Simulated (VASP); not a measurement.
# Sb (R-3m) in VASP: settings compared

Sb is run at these levels: SVWN5, pbe exchange, lyp correlation, PBE; tasks: single point, relaxation of cell and atoms.

Everything below comes from runs of VASP 6.6.1. Logs are shortened: lines on timing, memory, paths and dates and some standing lists are left out, and cuts for length are marked.

### 1 The cell of the first run

It takes space group R-3m (No. 166, trigonal). Conventional cell: a = 4.308 Å, b = 4.308 Å, c = 11.274 Å, α = 90.00°, β = 90.00°, γ = 120.00°. Within 3.8 Å of Sb (site symmetry 3m) lie 6 Sb at 2.91 to 3.35 Å.

### 2 Single point, SVWN5

INCAR reads:

```
PREC = Accurate
ENCUT = 500
EDIFF = 1E-6
ISMEAR = 1
SIGMA = 0.05
LREAL = False
LASPH = True
NELM = 120
ALGO = Normal
ISIF = 2
LWAVE = False
LCHARG = False
GGA = VW
NBANDS = 12
GGA_COMPAT = False
```

KPOINTS reads:

```
Automatic mesh
0
Gamma
  8 8 8
```

POSCAR reads:

```
Sb
1.0
    2.1542000000      1.2437279499      3.7580000000
   -2.1542000000      1.2437279499      3.7580000000
    0.0000000000     -2.4874558998      3.7580000000
Sb
2
Direct
    0.7665100000      0.7665100000      0.7665100000
    0.2334900000      0.2334900000      0.2334900000
```

Potentials or basis: VASP PAW PBE potentials, release 64 (Sb).

Launch:

```bash
$ cat potpaw_PBE.64/Sb/POTCAR > POTCAR
$ mpirun -np 1 vasp_std > vasp.out
```

OUTCAR:

```text
PREC = Accurate
   ENCUT = 500
   EDIFF = 1E-6
   ISMEAR = 1
   LREAL = False
   LASPH = True
   NELM = 120
   ISIF = 2
   GGA = VW

 ion  position               nearest neighbor table
   1  0.767  0.767  0.767-   2 2.91   2 2.91   2 2.91   2 3.35   2 3.35   2 3.35
   2  0.233  0.233  0.233-   1 2.91   1 2.91   1 2.91   1 3.35   1 3.35   1 3.35

  LATTYP: Found a trigonal (rhomboedric) cell.
 ALAT       =     4.5066618304
 COS(alpha) =     0.5430253624

  Lattice vectors:

 A1 = (   2.1542000000,   1.2437279499,   3.7580000000)
 A2 = (  -2.1542000000,   1.2437279499,   3.7580000000)
 A3 = (   0.0000000000,  -2.4874558998,   3.7580000000)

Analysis of symmetry for initial positions (statically):
=====================================================================
 Subroutine PRICEL returns:
 Original cell was already a primitive cell.

 Routine SETGRP: Setting up the symmetry group for a
 trigonal (rhombohedral) supercell.

 Subroutine GETGRP returns: Found 12 space group operations
 (whereof 12 operations were pure point group operations)
 out of a pool of 12 trial point group operations.

The static configuration has the point symmetry D_3d.

Analysis of symmetry for dynamics (positions and initial velocities):
=====================================================================
 Subroutine PRICEL returns:
 Original cell was already a primitive cell.

 Routine SETGRP: Setting up the symmetry group for a
 trigonal (rhombohedral) supercell.

 Subroutine GETGRP returns: Found 12 space group operations
 (whereof 12 operations were pure point group operations)
 out of a pool of 12 trial point group operations.

The dynamic configuration has the point symmetry D_3d.

 Subroutine INISYM returns: Found 12 space group operations
 (whereof 12 operations are pure point group operations),
 and found     1 'primitive' translations

----------------------------------------------------------------------------------------

                                     Primitive cell

  volume of cell :      60.4115

  direct lattice vectors                    reciprocal lattice vectors
     2.154200000  1.243727950  3.758000000     0.232104726  0.134005726  0.088699663
    -2.154200000  1.243727950  3.758000000    -0.232104726  0.134005726  0.088699663
     0.000000000 -2.487455900  3.758000000     0.000000000 -0.268011452  0.088699663

  length of vectors
     4.506661830  4.506661830  4.506661830     0.282307932  0.282307932  0.282307932

[... 90 lines left out ...]
   PSTRESS=    0.0 pullay stress
   NELECT =      10.0000    total number of electrons
   NUPDOWN=      -1.0000    fix difference up-down
   EMIN   =  10.00;   EMAX   =-10.00  energy-range for DOS
   EFERMI =   0.00;   METHOD = LEGACY
   ISMEAR =     1;   SIGMA  =   0.05  broadening in eV -4-tet -1-fermi 0-gaus
   EFERMI_NEDOS =   21; number of points for ismear=-14 and -15
   IALGO  =     38    algorithm
   IMIX   =      4    mixing-type and parameters
     AMIX     =   0.40;   BMIX     =  1.00
     AMIX_MAG =   1.60;   BMIX_MAG =  1.00
  volume/ion in A,a.u.               =      30.21       203.84
  Fermi-wavevector in a.u.,A,eV,Ry     =   0.898880  1.698637 10.993305  0.807985
  Thomas-Fermi vector in A             =   2.021644
   LORBIT       =      0    0 simple, 1 ext, 2 COOP (PROOUT), +10 PAW based schemes
   GGA     = VW    functional components
   LHFCALC =     F    Hartree Fock is set to
   AEXX    =    0.0000 exact exchange contribution
   IVDW    =     0    specifies the selected vdW correction
   LEPSILON=     F    determine dielectric tensor
   LRPA    =     F    only Hartree local field effects (RPA)
 non-spin polarized calculation
 Methfessel and Paxton  Order N= 1 SIGMA  =   0.05
  energy-cutoff  :      500.00
  volume of cell :       60.41
 maximum number of plane-waves:      1552
 NGX is ok and might be reduce to    36
   NGX = 17   NGY = 17   NGZ = 17

 number of electron      10.0000000 magnetization

 Free energy of the ion-electron system (eV)
  ---------------------------------------------------
  ext. energy  EPLUGINS =         0.00000000
  ---------------------------------------------------
  free energy    TOTEN  =        -9.63072986 eV

  energy without entropy =       -9.63063803  energy(sigma->0) =       -9.63069925

 E-fermi :   7.0172     XC(G=0):  -9.7036

 val. band max:        7.0169551607   @ k =   0.3750   0.1250   0.1250
 cond. band min:       7.0998999710   @ k =   0.5000   0.5000   0.5000
 fundamental gap:      0.0829448103
 Fermi energy:         7.0172312812

 k-point     1 :       0.0000    0.0000    0.0000
  band No.  band energies     occupation
      1      -5.7979      2.00000
      2       2.0274      2.00000
      3       4.9083      2.00000
      4       5.1738      2.00000
      5       5.1738      2.00000
      6       9.0262      0.00000
      7       9.6406      0.00000
      8       9.6406      0.00000
      9      12.1131      0.00000
     10      12.1131      0.00000
     11      12.2473      0.00000
     12      13.5421      0.00000
[... 331 lines left out ...]
 k-point    24 :       0.3750    0.1250    0.1250
  band No.  band energies     occupation
      1      -4.8037      2.00000
      2      -0.6476      2.00000
      3       3.6059      2.00000
      4       5.4444      2.00000
      5       7.0170      1.00935
      6       7.1292     -0.00684
      7       7.6315     -0.00000
      8       9.9783      0.00000
      9      11.9865      0.00000
     10      12.9944      0.00000
     11      14.2021      0.00000
     12      15.9325      0.00000

 [... further k-points ...]

------------------------ aborting loop because EDIFF is reached ----------------------------------------

  FORCE on cell =-STRESS in cart. coord.  units (eV):
  Direction    XX          YY          ZZ          XY          YZ          ZX
  --------------------------------------------------------------------------------------
  -------------------------------------------------------------------------------------
  Total       -0.2604973     -0.2604973     -0.5092672      0.0000000      0.0000000      0.0000000
  in kB       -6.9086675     -6.9086675    -13.5063140      0.0000000      0.0000000      0.0000000
  external PRESSURE =      -9.1078830 kB  Pullay stress =       0.0000000 kB

 VOLUME and BASIS-vectors are now :
 -----------------------------------------------------------------------------
  energy-cutoff  :      500.00
  volume of cell :       60.41
      direct lattice vectors                 reciprocal lattice vectors
     2.154200000  1.243727950  3.758000000     0.232104726  0.134005726  0.088699663
    -2.154200000  1.243727950  3.758000000    -0.232104726  0.134005726  0.088699663
     0.000000000 -2.487455900  3.758000000     0.000000000 -0.268011452  0.088699663

 POSITION                                       TOTAL-FORCE (eV/Angst)
 -----------------------------------------------------------------------------------
      0.00000      0.00000      8.64163         0.000000     -0.000000     -0.059116
      0.00000      0.00000      2.63237         0.000000      0.000000      0.059116
 -----------------------------------------------------------------------------------
    total drift:                                0.000000     -0.000000     -0.000000

  FREE ENERGIE OF THE ION-ELECTRON SYSTEM (eV)
  ---------------------------------------------------
  free  energy   TOTEN  =        -9.6307298616 eV

  energy  without entropy=       -9.6306380293  energy(sigma->0) =       -9.63069925
```

OSZICAR:

```text
N       E                     dE             d eps       ncg     rms          rms(c)
DAV:   1     0.331443371521E+02    0.33144E+02   -0.35491E+03  1560   0.639E+02
DAV:   2    -0.776008803146E+01   -0.40904E+02   -0.39521E+02  2080   0.107E+02
DAV:   3    -0.964368163518E+01   -0.18836E+01   -0.18681E+01  1912   0.256E+01
DAV:   4    -0.966019938030E+01   -0.16518E-01   -0.16515E-01  1788   0.289E+00
DAV:   5    -0.966040990830E+01   -0.21053E-03   -0.21052E-03  1900   0.354E-01    0.245E+00
DAV:   6    -0.964085441599E+01    0.19555E-01   -0.57976E-03  1760   0.365E-01    0.148E+00
DAV:   7    -0.963073041931E+01    0.10124E-01   -0.12191E-02  1748   0.530E-01    0.545E-02
DAV:   8    -0.963072751907E+01    0.29002E-05   -0.38225E-04  1752   0.124E-01    0.987E-03
DAV:   9    -0.963072975574E+01   -0.22367E-05   -0.78098E-06  1936   0.199E-02    0.506E-03
DAV:  10    -0.963072986163E+01   -0.10589E-06   -0.63308E-07  1236   0.415E-03
   1 F= -.96307299E+01 E0= -.96306993E+01  d E =-.918323E-04
```

Wall time 18 s (1 thread of AMD EPYC 9R45 (Zen 5), shared host); peak memory 0.15 GiB.

What came out:

* Free energy: -9.6307 eV
* Pressure: -0.9 GPa
* Largest force: 0.059 eV/Å
* Band gap on the k mesh: zero (bands 5 and 6 overlap by 0.31 eV)

Forces in eV/Å, atoms in the order of the input:
```
Sb   0.000  0.000 -0.059
Sb   0.000  0.000  0.059
```

Caveat: the PAW data sets were made with another functional, which shifts forces and pressure a little; spin-orbit coupling is left out, which moves the levels of the heavy elements.

(Continued in part 2 of 3.)
